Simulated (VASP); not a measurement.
Wanted: the native input for a VASP 6.6.1 run.

```yaml
Task: single point
Functional: r2SCAN
Potentials_or_basis: VASP PAW PBE potentials, release 64 (Mg, C)
Cutoff: 520 eV
k_mesh: 8 × 8 × 6
Occupations: gaussian, width 0.05 eV
Spin: no spin polarisation
Dipole_correction: no
Further_INCAR_settings: ALGO = Normal; EDIFF = 1e-06; NBANDS = 16
```

The system is Mg2C3.

```xyz
5
Lattice="2.3685 -2.3091 -0.0090 2.4048 2.3461 -0.0370 -1.2587 -0.0387 4.9816" Properties=species:S:1:pos:R:3 pbc="T T T"
Mg    3.6607   -0.0055    0.8293
Mg   -0.1675    0.0898    4.0573
C     1.0442   -0.0351    1.3007
C     2.4398   -0.1137    3.6191
C     1.8092    0.0607    2.5325
```

This cell differs from its parent crystal: atoms moved at random and the cell strained at random.

These files were run (other wordings do the same):

POSCAR

```
Mg2C3
1.0
    2.3685309217     -2.3090508958     -0.0089532303
    2.4048145475      2.3461490808     -0.0370274524
   -1.2587351276     -0.0386543292      4.9815522620
Mg C
2 3
Direct
    0.8190464421      0.8065960084      0.1739494092
    0.1553487223      0.2046016019      0.8162665757
    0.2960209527      0.2807074916      0.2637249019
    0.7285267701      0.6806300615      0.7328617375
    0.5010571128      0.5274648366      0.5131973756
```

INCAR.step1

```
SYSTEM = Mg2C3
PREC = Accurate ; ENCUT = 520
ISMEAR = 0 ; SIGMA = 0.05
LREAL = .FALSE. ; LASPH = .TRUE.
NELM = 100 ; NBANDS = 16
GGA = PE ; ALGO = Normal
EDIFF = 1E-4 ; LWAVE = .TRUE.
LCHARG = .FALSE.
```

INCAR.step2

```
SYSTEM = Mg2C3
PREC = Accurate ; ENCUT = 520
EDIFF = 1E-6 ; ISMEAR = 0
SIGMA = 0.05 ; LREAL = .FALSE.
LASPH = .TRUE. ; NELM = 100
ALGO = Normal ; ISIF = 2
LWAVE = .FALSE. ; LCHARG = .TRUE.
METAGGA = R2SCAN ; LMIXTAU = .TRUE.
LELF = .TRUE. ; LVHAR = .TRUE.
NBANDS = 16 ; ISTART = 1
```

KPOINTS

```
Automatic mesh
0
G
  8 8 6
  0 0 0
```

Potentials or basis: VASP PAW PBE potentials, release 64 (Mg, C).

Run with:

```sh
$ cat potpaw_PBE.64/Mg/POTCAR potpaw_PBE.64/C/POTCAR > POTCAR
$ cp INCAR.step1 INCAR
$ mpirun -np 1 vasp_std > vasp.out
$ cp INCAR.step2 INCAR
$ mpirun -np 1 vasp_std > vasp.out
```

It gave:

```json
{
  "Pressure": "-1.2 GPa",
  "Largest force": "6.922 eV/Å",
  "Band gap on the k mesh": "1.52 eV (least direct gap 1.99 eV)"
}
```

Caveat: the cell differs from its parent crystal (atoms moved at random and the cell strained at random); the PAW data sets were made with another functional, which shifts forces and pressure a little.

It took 7.3 min on 1 thread of AMD EPYC 9R45 96-Core Processor (Zen 5), on a shared host, peak memory 0.27 GiB.
